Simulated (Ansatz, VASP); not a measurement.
**Si15C7: VASP beside Ansatz**

INCAR

```
SYSTEM = Si15C7
PREC = Accurate
ENCUT = 520
EDIFF = 1E-7
ISMEAR = -1
SIGMA = 0.3447
LREAL = Auto
LASPH = .True.
NELM = 60
ALGO = Normal
ISIF = 2
LWAVE = .False.
LCHARG = .True.
GGA = PE
LELF = .True.
LVHAR = .True.
NBANDS = 61
```

Contents of KPOINTS:

```
Automatic mesh
0
Gamma
  3 3 3
  0 0 0
```

File POSCAR:

```
Si15C7
1.0
    7.0498510000      0.0733280000     -0.0802340000
    0.0733280000      7.4467350000      0.2804210000
   -0.0802340000      0.2804210000      6.9363850000
Si C
15 7
Direct
    0.4142142314      0.1884341246      0.1320437382
    0.2885876214      0.8114136396      0.9927939409
    0.0464171520      0.3382280177      0.4718475395
    0.9397151695      0.3126146377      0.9020346215
    0.5899948841      0.8507687505      0.5285528983
    0.4821880820      0.5711079435      0.2109734888
    0.2586692283      0.9844065370      0.4306806881
    0.6513562876      0.8312166213      0.9328592185
    0.1931075463      0.5003039005      0.9576688500
    0.0056361944      0.6157565076      0.3486109147
    0.0699672454      0.0044734337      0.7930551857
    0.9051352713      0.0022574402      0.3273410209
    0.4971339855      0.5900703112      0.6511903751
    0.7651957943      0.2896884313      0.1966616853
    0.9310875077      0.5976782400      0.7334155721
    0.3963657627      0.3483264401      0.8079590826
    0.2406444155      0.9779299155      0.1652276961
    0.6231783041      0.0995249898      0.8974505101
    0.4634287512      0.1749009084      0.8530351008
    0.8464951113      0.7398217500      0.0555007143
    0.0131444128      0.7532629746      0.9742714935
    0.2334743997      0.4569306236      0.2448283070
```

Input for Ansatz:

```yaml
crystal:
  lattice:
    - [7.049851, 0.073328, -0.080234]
    - [0.073328, 7.446735, 0.280421]
    - [-0.080234, 0.280421, 6.936385]
  atoms:
    - { symbol: Si, position: [0.4142142314, 0.1884341246, 0.1320437382] }
    - { symbol: Si, position: [0.2885876214, 0.8114136396, 0.9927939409] }
    - { symbol: Si, position: [0.046417152, 0.3382280177, 0.4718475395] }
    - { symbol: Si, position: [0.9397151695, 0.3126146377, 0.9020346215] }
    - { symbol: Si, position: [0.5899948841, 0.8507687505, 0.5285528983] }
    - { symbol: Si, position: [0.482188082, 0.5711079435, 0.2109734888] }
    - { symbol: Si, position: [0.2586692283, 0.984406537, 0.4306806881] }
    - { symbol: Si, position: [0.6513562876, 0.8312166213, 0.9328592185] }
    - { symbol: Si, position: [0.1931075463, 0.5003039005, 0.95766885] }
    - { symbol: Si, position: [0.0056361944, 0.6157565076, 0.3486109147] }
    - { symbol: Si, position: [0.0699672454, 0.0044734337, 0.7930551857] }
    - { symbol: Si, position: [0.9051352713, 0.0022574402, 0.3273410209] }
    - { symbol: Si, position: [0.4971339855, 0.5900703112, 0.6511903751] }
    - { symbol: Si, position: [0.7651957943, 0.2896884313, 0.1966616853] }
    - { symbol: Si, position: [0.9310875077, 0.59767824, 0.7334155721] }
    - { symbol: C, position: [0.3963657627, 0.3483264401, 0.8079590826] }
    - { symbol: C, position: [0.2406444155, 0.9779299155, 0.1652276961] }
    - { symbol: C, position: [0.6231783041, 0.0995249898, 0.8974505101] }
    - { symbol: C, position: [0.4634287512, 0.1749009084, 0.8530351008] }
    - { symbol: C, position: [0.8464951113, 0.73982175, 0.0555007143] }
    - { symbol: C, position: [0.0131444128, 0.7532629746, 0.9742714935] }
    - { symbol: C, position: [0.2334743997, 0.4569306236, 0.244828307] }
basis:
  ecutwfc: 420
kpoints:
  mp_grid: { grid: [3, 3, 3] }
hamiltonian:
  xc: pbe
scf:
  occupations: { method: fermi_dirac, width: 0.3447 }
output:
  forces: true
  stress: true
  eigenvalues: true
  populations: true
  write_density: true
  write_potential: true
  elf: true
  volumetric_format: npy
```

Alike in both runs: task single point; functional PBE; k mesh 3 × 3 × 3; occupations fermi-dirac, width 0.3447 eV; no spin polarisation.

|  | VASP | Ansatz |
| --- | --- | --- |
| version | VASP 6.6.1 | Ansatz 0.2.0 |
| potentials or method | VASP PAW PBE potentials, release 64 (Si, C), cutoff 520 eV | scalar-relativistic, plane waves, PAW |
| valence electrons in the cell | 88 | 88 |

```csv
,VASP,Ansatz,Ansatz less VASP
gap on the k mesh at the Fermi level (eV),none,none,-
rms of the force components (eV/Å),1.577,1.571,-0.0061
```

Atom by atom the forces differ by 0.018 eV/Å (rms over components). A gap of «none» marks a metal or a gap that the smearing closes.
